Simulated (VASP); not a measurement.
NaF (Villiaumite), 2 atoms in the cell. The structure is cubic, space group Fm-3m (No. 225). The conventional cell has a = 4.656 Å, b = 4.656 Å, c = 4.656 Å, α = 90.00°, β = 90.00°, γ = 90.00°. Na (site symmetry m-3m) has 6 F at 2.33 Å within 3.1 Å. Within 3.1 Å of F (site symmetry m-3m) lie 6 Na at 2.33 Å. 

| Property | Result |
| --- | --- |
| Program | VASP 6.6.1 |
| Task | relaxation of the atoms |
| Functional | r2SCAN |
| Potentials or basis | VASP PAW PBE potentials, release 64 (Na_pv, F) |
| Cutoff | 520 eV |
| k mesh | 10 × 10 × 10 |
| Occupations | fermi-dirac, width 0.02 eV |
| Spin | no spin polarisation |
| Dipole correction | no |
| Further INCAR settings | ALGO = Normal; EDIFF = 1e-06; IBRION = 2; EDIFFG = -0.01; NSW = 50 |

Potentials or basis: VASP PAW PBE potentials, release 64 (Na_pv, F).

Launch:

```bash
$ cat potpaw_PBE.64/Na_pv/POTCAR potpaw_PBE.64/F/POTCAR > POTCAR
$ cp INCAR.step1 INCAR
$ mpirun -np 1 vasp_std > vasp.out
$ cp INCAR.step2 INCAR
$ mpirun -np 1 vasp_std > vasp.out
```

Hardware: 1 thread of Oxide Virtual Turin-like Processor (shared host).

How long does it take, and how much memory?

Run time: 50 s on 1 thread of Oxide Virtual Turin-like Processor, on a shared host, peak memory 0.11 GiB. Counts: k points 47, ion steps 1.
